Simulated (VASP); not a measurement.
# Ba (Im-3m) in VASP: settings compared

The runs below take Ba through single point, with PBEsol, RPBE, revPBE, BLYP.

Program: VASP 6.6.1. These are calculated values, not measurements. Logs are shortened: lines on timing, memory, paths and dates and some standing lists are left out, and cuts for length are marked.

## Step 1: The cell of the first run

It takes space group Im-3m (No. 229, cubic). The conventional cell has a = 5.013 Å, b = 5.013 Å, c = 5.013 Å, α = 90.00°, β = 90.00°, γ = 90.00°. Ba (site symmetry m-3m) has 14 Ba at 4.34 to 5.01 Å within 5.7 Å.

## Step 2: Single point, PBEsol

INCAR reads:

```
SYSTEM = Ba
PREC = Accurate
ENCUT = 520
EDIFF = 1E-6
ISMEAR = -1
SIGMA = 0.05
LREAL = .FALSE.
LASPH = .TRUE.
NELM = 100
ALGO = Normal
ISIF = 2
LWAVE = .FALSE.
LCHARG = .TRUE.
GGA = PS
LELF = .TRUE.
LVHAR = .TRUE.
NBANDS = 11
```

KPOINTS reads:

```
regular mesh
0
G
  4 4 4
  0 0 0
```

POSCAR reads:

```
Ba
1.0
   -2.5065000000      2.5065000000      2.5065000000
    2.5065000000     -2.5065000000      2.5065000000
    2.5065000000      2.5065000000     -2.5065000000
Ba
1
Direct
    0.0000000000      0.0000000000      0.0000000000
```

Potentials or basis: VASP PAW PBE potentials, release 64 (Ba_sv).

Command:

```sh
cat potpaw_PBE.64/Ba_sv/POTCAR > POTCAR
mpirun -np 1 vasp_std > vasp.out
```

OUTCAR:

```text
SYSTEM = Ba
   PREC = Accurate
   ENCUT = 520
   EDIFF = 1E-6
   ISMEAR = -1
   LREAL = .FALSE.
   LASPH = .TRUE.
   NELM = 100
   ISIF = 2
   GGA = PS

 ion  position               nearest neighbor table
   1  0.000  0.000  0.000-

  LATTYP: Found a body centered cubic cell.
 ALAT       =     5.0130000000

  Lattice vectors:

 A1 = (  -2.5065000000,   2.5065000000,   2.5065000000)
 A2 = (   2.5065000000,  -2.5065000000,   2.5065000000)
 A3 = (   2.5065000000,   2.5065000000,  -2.5065000000)

Analysis of symmetry for initial positions (statically):
=====================================================================
 Subroutine PRICEL returns:
 Original cell was already a primitive cell.

 Routine SETGRP: Setting up the symmetry group for a
 body centered cubic supercell.

 Subroutine GETGRP returns: Found 48 space group operations
 (whereof 48 operations were pure point group operations)
 out of a pool of 48 trial point group operations.

The static configuration has the point symmetry O_h .

Analysis of symmetry for dynamics (positions and initial velocities):
=====================================================================
 Subroutine PRICEL returns:
 Original cell was already a primitive cell.

 Routine SETGRP: Setting up the symmetry group for a
 body centered cubic supercell.

 Subroutine GETGRP returns: Found 48 space group operations
 (whereof 48 operations were pure point group operations)
 out of a pool of 48 trial point group operations.

The dynamic configuration has the point symmetry O_h .

 Subroutine INISYM returns: Found 48 space group operations
 (whereof 48 operations are pure point group operations),
 and found     1 'primitive' translations

----------------------------------------------------------------------------------------

                                     Primitive cell

  volume of cell :      62.9888

  direct lattice vectors                    reciprocal lattice vectors
    -2.506500000  2.506500000  2.506500000     0.000000000  0.199481348  0.199481348
     2.506500000 -2.506500000  2.506500000     0.199481348  0.000000000  0.199481348
     2.506500000  2.506500000 -2.506500000     0.199481348  0.199481348  0.000000000

  length of vectors
     4.341385349  4.341385349  4.341385349     0.282109228  0.282109228  0.282109228

  position of ions in fractional coordinates (direct lattice)
     0.000000000  0.000000000  0.000000000

  ion indices of the primitive-cell ions
   primitive index   ion index
                 1           1

----------------------------------------------------------------------------------------

 KPOINTS: regular mesh

Automatic generation of k-mesh.
 Grid dimensions read from file:
 generate k-points for:    4    4    4

 Generating k-lattice:

  Cartesian coordinates                     Fractional coordinates (reciprocal lattice)
     0.000000000  0.049870337  0.049870337     0.250000000  0.000000000  0.000000000
     0.049870337  0.000000000  0.049870337     0.000000000  0.250000000  0.000000000
     0.049870337  0.049870337  0.000000000     0.000000000  0.000000000  0.250000000

  Length of vectors
     0.070527307  0.070527307  0.070527307

  Shift w.r.t. Gamma in fractional coordinates (k-lattice)
     0.000000000  0.000000000  0.000000000

 Subroutine IBZKPT returns following result:
 ===========================================

 Found      8 irreducible k-points:

 Following reciprocal coordinates:
            Coordinates               Weight
  0.000000  0.000000  0.000000      1.000000
  0.250000  0.000000  0.000000     12.000000
  0.500000  0.000000  0.000000      6.000000
  0.250000  0.250000  0.000000     24.000000
  0.250000  0.250000  0.250000      2.000000
 -0.250000  0.250000  0.250000      6.000000
  0.500000  0.500000  0.250000     12.000000
  0.500000  0.500000  0.500000      1.000000
   k-points           NKPTS =      8   k-points in BZ     NKDIM =      8   number of bands    NBANDS=     11
   number of dos      NEDOS =    301   number of ions     NIONS =      1
   total plane-waves  NPLWV =  32768
   dimension x,y,z NGX =    32 NGY =   32 NGZ =   32
   dimension x,y,z NGXF=    64 NGYF=   64 NGZF=   64
   ions per type =               1
   NGX,Y,Z   is equivalent  to a cutoff of  12.25, 12.25, 12.25 a.u.
   NGXF,Y,Z  is equivalent  to a cutoff of  24.51, 24.51, 24.51 a.u.
 SYSTEM =  Ba
   PREC   = accura    normal or accurate (medium, high low for compatibility)
   ISTART =      0    job   : 0-new  1-cont  2-samecut
   ICHARG =      2    charge: 1-file 2-atom 10-const
   ISPIN  =      1    spin polarized calculation?
   LNONCOLLINEAR =      F non collinear calculations
   LSORBIT =      F    spin-orbit coupling
   LASPH  =      T    aspherical Exc in radial PAW
   ENCUT  =  520.0 eV  38.22 Ry    6.18 a.u.   8.07  8.07  8.07*2*pi/ulx,y,z
   NELM   =    100;   NELMIN=  2; NELMDL= -5     # of ELM steps
   EDIFF  = 0.1E-05   stopping-criterion for ELM
   LREAL  =      F    real-space projection
   EDIFFG = 0.1E-04   stopping-criterion for IOM
   NSW    =      0    number of steps for IOM
   IBRION =     -1    ionic relax: 0-MD 1-quasi-New 2-CG
   NFREE  =      0    steps in history (QN), initial steepest desc. (CG)
   ISIF   =      2    stress and relaxation
   ISYM   =      2    0-nonsym 1-usesym 2-fastsym
   POTIM  = 0.5000    time-step for ionic-motion
   TEBEG  =    0.0;   TEEND  =   0.0 temperature during run
   PSTRESS=    0.0 pullay stress
   NELECT =      10.0000    total number of electrons
   NUPDOWN=      -1.0000    fix difference up-down
   EMIN   =  10.00;   EMAX   =-10.00  energy-range for DOS
   EFERMI =   0.00;   METHOD = LEGACY
   ISMEAR =    -1;   SIGMA  =   0.05  broadening in eV -4-tet -1-fermi 0-gaus
   EFERMI_NEDOS =   21; number of points for ismear=-14 and -15
   IALGO  =     38    algorithm
   IMIX   =      4    mixing-type and parameters
     AMIX     =   0.40;   BMIX     =  1.00
     AMIX_MAG =   1.60;   BMIX_MAG =  1.00
  volume/ion in A,a.u.               =      62.99       425.07
  Fermi-wavevector in a.u.,A,eV,Ry     =   0.886449  1.675146 10.691349  0.785792
  Thomas-Fermi vector in A             =   2.007617
   LORBIT       =      0    0 simple, 1 ext, 2 COOP (PROOUT), +10 PAW based schemes
   GGA     = PS    functional components
   LHFCALC =     F    Hartree Fock is set to
   AEXX    =    0.0000 exact exchange contribution
   IVDW    =     0    specifies the selected vdW correction
   LEPSILON=     F    determine dielectric tensor
   LRPA    =     F    only Hartree local field effects (RPA)
 non-spin polarized calculation
  energy-cutoff  :      520.00
  volume of cell :       62.99
 maximum number of plane-waves:      1724
   NGX = 17   NGY = 17   NGZ = 17

 number of electron      10.0000000 magnetization

 number of electron       9.9999999 magnetization

 Free energy of the ion-electron system (eV)
  ---------------------------------------------------
  ext. energy  EPLUGINS =         0.00000000
  ---------------------------------------------------
  free energy    TOTEN  =        -2.14203842 eV

  energy without entropy =       -2.13605259  energy(sigma->0) =       -2.13904550

 E-fermi :   1.5984     XC(G=0):  -7.5095

 val. band max:        1.3083334406   @ k =   0.5000   0.5000   0.2500
 cond. band min:       1.7166372355   @ k =   0.5000   0.5000   0.2500
 fundamental gap:      0.4083037950
 Fermi energy:         1.5983941528

 k-point     1 :       0.0000    0.0000    0.0000
  band No.  band energies     occupation
      1     -27.3271      2.00000
      2     -12.2569      2.00000
      3     -12.2569      2.00000
      4     -12.2569      2.00000
      5      -1.2358      2.00000
      6       3.3425      0.00000
      7       3.3425      0.00000
      8       3.3425      0.00000
      9       4.7825      0.00000
     10       4.7825      0.00000
     11       8.4739      0.00000

 k-point     2 :       0.2500    0.0000    0.0000
  band No.  band energies     occupation
      1     -27.3053      2.00000
      2     -12.4988      2.00000
      3     -12.3330      2.00000
      4     -12.2584      2.00000
      5      -0.2220      2.00000
      6       2.6812      0.00000
      7       2.6876      0.00000
      8       4.5012      0.00000
      9       4.5262      0.00000
     10       4.8384      0.00000
     11       8.7976      0.00000

 k-point     3 :       0.5000    0.0000    0.0000
  band No.  band energies     occupation
      1     -27.2833      2.00000
      2     -12.7229      2.00000
      3     -12.4069      2.00000
      4     -12.2600      2.00000
      5       0.6279      2.00000
      6       2.2059      0.00001
      7       2.7914      0.00000
      8       4.7321      0.00000
      9       5.3260      0.00000
     10       6.7755      0.00000
     11       7.1936      0.00000

 k-point     4 :       0.2500    0.2500    0.0000
  band No.  band energies     occupation
      1     -27.2834      2.00000
      2     -12.6389      2.00000
      3     -12.4535      2.00000
      4     -12.3062      2.00000
      5       1.0858      1.99993
      6       2.0168      0.00046
      7       2.3933      0.00000
      8       4.5932      0.00000
      9       5.1888      0.00000
     10       6.5140      0.00000
     11       7.5401      0.00000

 k-point     5 :       0.2500    0.2500    0.2500
  band No.  band energies     occupation
      1     -27.2805      2.00000
      2     -12.4911      2.00000
      3     -12.4911      2.00000
      4     -12.4911      2.00000
      5       2.0497      0.00024
      6       2.0497      0.00024
      7       2.0497      0.00024
      8       5.2651      0.00000
      9       5.4264      0.00000
     10       5.4264      0.00000
     11       8.3372      0.00000

 k-point     6 :      -0.2500    0.2500    0.2500
  band No.  band energies     occupation
      1     -27.2863      2.00000
      2     -12.5079      2.00000
      3     -12.4155      2.00000
      4     -12.4155      2.00000
      5       0.6251      2.00000
      6       2.2941      0.00000
      7       3.3910      0.00000
      8       3.3910      0.00000
      9       4.4656      0.00000
     10       5.1584      0.00000
     11       8.5202      0.00000

 k-point     7 :       0.5000    0.5000    0.2500
  band No.  band energies     occupation
      1     -27.2672      2.00000
      2     -12.6528      2.00000
      3     -12.4953      2.00000
      4     -12.4250      2.00000
      5       1.3083      1.99397
      6       1.7166      0.17178
      7       3.3323      0.00000
      8       3.4315      0.00000
      9       5.9071      0.00000
     10       6.5113      0.00000
     11       7.5582      0.00000

 k-point     8 :       0.5000    0.5000    0.5000
  band No.  band energies     occupation
      1     -27.2509      2.00000
      2     -12.5807      2.00000
      3     -12.5807      2.00000
      4     -12.5807      2.00000
      5       0.9980      1.99999
      6       0.9980      1.99999
      7       5.8675      0.00000
      8       5.8675      0.00000
      9       5.8675      0.00000
     10       6.2772      0.00000
     11       6.2772      0.00000

------------------------ aborting loop because EDIFF is reached ----------------------------------------

  FORCE on cell =-STRESS in cart. coord.  units (eV):
  Direction    XX          YY          ZZ          XY          YZ          ZX
  --------------------------------------------------------------------------------------
  -------------------------------------------------------------------------------------
  Total       -0.1536505     -0.1536505     -0.1536505      0.0000000      0.0000000      0.0000000
  in kB       -3.9082414     -3.9082414     -3.9082414      0.0000000      0.0000000      0.0000000
  external PRESSURE =      -3.9082414 kB  Pullay stress =       0.0000000 kB

 VOLUME and BASIS-vectors are now :
 -----------------------------------------------------------------------------
  energy-cutoff  :      520.00
  volume of cell :       62.99
      direct lattice vectors                 reciprocal lattice vectors
    -2.506500000  2.506500000  2.506500000     0.000000000  0.199481348  0.199481348
     2.506500000 -2.506500000  2.506500000     0.199481348  0.000000000  0.199481348
     2.506500000  2.506500000 -2.506500000     0.199481348  0.199481348  0.000000000

 POSITION                                       TOTAL-FORCE (eV/Angst)
 -----------------------------------------------------------------------------------
      0.00000      0.00000      0.00000         0.000000      0.000000      0.000000
 -----------------------------------------------------------------------------------
    total drift:                               -0.000000      0.000000      0.000000

  FREE ENERGIE OF THE ION-ELECTRON SYSTEM (eV)
  ---------------------------------------------------
  free  energy   TOTEN  =        -2.1420384170 eV

  energy  without entropy=       -2.1360525850  energy(sigma->0) =       -2.13904550
```

Wall time 4 s (1 thread of Intel Xeon Platinum 8488C (Sapphire Rapids), shared host); peak memory 0.17 GiB.

What came out:

```yaml
Free_energy: -2.1420 eV
Pressure: -0.4 GPa
Band_gap_on_the_k_mesh: zero (band 5 reaches 2.05 eV, above the bottom of band 6 at 1.00 eV)
```

Caveat: the k points lie up to 0.44 Å⁻¹ apart; the PAW data sets were made with another functional, which shifts forces and pressure a little; spin-orbit coupling is left out, which moves the levels of the heavy elements.

(Continued in part 2 of 2.)
